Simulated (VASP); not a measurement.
A run of VASP 6.6.1 is set up as follows.

Contents of INCAR:

```
PREC     = Accurate       # precision mode
ENCUT    = 520            # plane-wave cutoff, eV
EDIFF    = 1E-6           # SCF threshold, eV
ISMEAR   = -1             # smearing method
SIGMA    = 0.05           # smearing width, eV
LREAL    = Auto         
LASPH    = True           # aspherical terms in the spheres
NELM     = 60             # most SCF steps
ALGO     = Normal         # electronic algorithm
ISIF     = 2              # what is computed and relaxed
LWAVE    = False          # write WAVECAR
LCHARG   = False          # write CHGCAR
GGA      = PE             # functional
NBANDS   = 55             # bands
```

File KPOINTS:

```
Automatic mesh
0
Gamma
  1 1 1
```

File POSCAR:

```
LiSO2F
1.0
    6.9104230000      0.0000000000      0.0000000000
    0.0000000000      6.9104230000      0.0000000000
    0.0000000000      0.0000000000      6.9104230000
S O Li F
3 6 3 3
Direct
    0.7443827968      0.0774048130      0.7727312785
    0.6507850532      0.7279149192      0.0107663453
    0.2779135228      0.3995413884      0.2384803362
    0.5857239130      0.1344490779      0.9064133990
    0.7765950073      0.1073450931      0.5593579438
    0.5407339030      0.5622665935     -0.0802989918
    0.8096754714      0.6618842291      0.1391376476
    0.0744238088      0.3999899861      0.3044531427
    0.3935649091      0.3752013444      0.4137807483
    0.3823065534      0.5440911504      0.6880620767
    0.0979100700      0.8180975318      0.9129108305
    0.9740937711      0.5655370156      0.5086808724
    0.1613649410      0.6590624047      0.6484697102
    0.2833690499      0.7157883099      1.1643570878
    0.8398328149      0.7433698342      0.8045961875
```

Potentials or basis: VASP PAW PBE potentials, release 64 (S, O, Li_sv, F).

Run with:

```console
$ cat potpaw_PBE.64/S/POTCAR potpaw_PBE.64/O/POTCAR potpaw_PBE.64/Li_sv/POTCAR potpaw_PBE.64/F/POTCAR > POTCAR
$ mpirun -np 1 vasp_gam > vasp.out
```

Task: Predict the band gap on the k mesh.

Result: 2.40 eV.

Task: Estimate the largest force.

Result: 2.778 eV/Å.

Forces in eV/Å, atoms in the order of the input:
```
S    1.488  1.336 -0.300
S    0.373 -2.671  0.413
S   -1.343  0.682  1.175
O    0.166  0.055 -2.286
O   -1.640  0.065  2.242
O    0.755  0.944  0.121
O   -1.409  0.529  0.172
O   -0.137 -0.056 -0.974
O    1.433  0.403  0.117
Li   0.109 -0.289 -0.182
Li   0.147 -1.018  0.066
Li  -0.024  0.158 -0.278
F    0.283  0.345  0.700
F   -0.389 -0.484 -0.155
F    0.186  0.000 -0.830
```

Caveat: the k points lie up to 0.91 Å⁻¹ apart.
